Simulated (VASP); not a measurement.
Set up this calculation in VASP 6.6.1, as the native input.

- Task: single point
- Functional: PBEsol
- Potentials or basis: VASP PAW PBE potentials, release 64 (Ta_pv, As)
- Cutoff: 520 eV
- k mesh: 18 × 18 × 18
- Occupations: gaussian, width 0.1 eV
- Spin: no spin polarisation
- Dipole correction: no
- Further INCAR settings: ALGO = Normal; EDIFF = 1e-06; NBANDS = 24

The structure of TaAs lies in POSCAR:

```
TaAs
1.0
   -1.7143325733      1.7143325733      5.7914394897
    1.7143325733     -1.7143325733      5.7914394897
    1.7143325733      1.7143325733     -5.7914394897
Ta As
2 2
Direct
    0.5003010254      1.0003010254      0.5000000000
    0.7503010254      0.7503010254      0.0000000000
    0.0822983946      0.5822983946      0.5000000000
    0.3322983946      0.3322983946      0.0000000000
```

The input as run:

INCAR

```
SYSTEM = TaAs
PREC = Accurate ; ENCUT = 520
EDIFF = 1E-6 ; ISMEAR = 0
SIGMA = 0.1 ; LREAL = .False.
LASPH = .True. ; NELM = 60
ALGO = Normal ; ISIF = 2
LWAVE = .False. ; LCHARG = .True.
GGA = PS ; LELF = .True.
LVHAR = .True. ; NBANDS = 24
```

KPOINTS

```
regular mesh
0
Gamma
  18 18 18
  0 0 0
```

Potentials or basis: VASP PAW PBE potentials, release 64 (Ta_pv, As).

Command:

```sh
$ cat potpaw_PBE.64/Ta_pv/POTCAR potpaw_PBE.64/As/POTCAR > POTCAR
$ mpirun -np 1 vasp_std > vasp.out
```

It gave:

```yaml
Pressure: 0.7 GPa
Largest_force: 0.004 eV/Å
Band_gap_on_the_k_mesh: zero (bands 16 and 17 overlap by 0.04 eV)
```

Caveat: the PAW data sets were made with another functional, which shifts forces and pressure a little; spin-orbit coupling is left out, which moves the levels of the heavy elements.

Run time: 11 min on 1 thread of Intel(R) Xeon(R) 6975P-C (Granite Rapids) (shared host), peak memory 0.88 GiB.
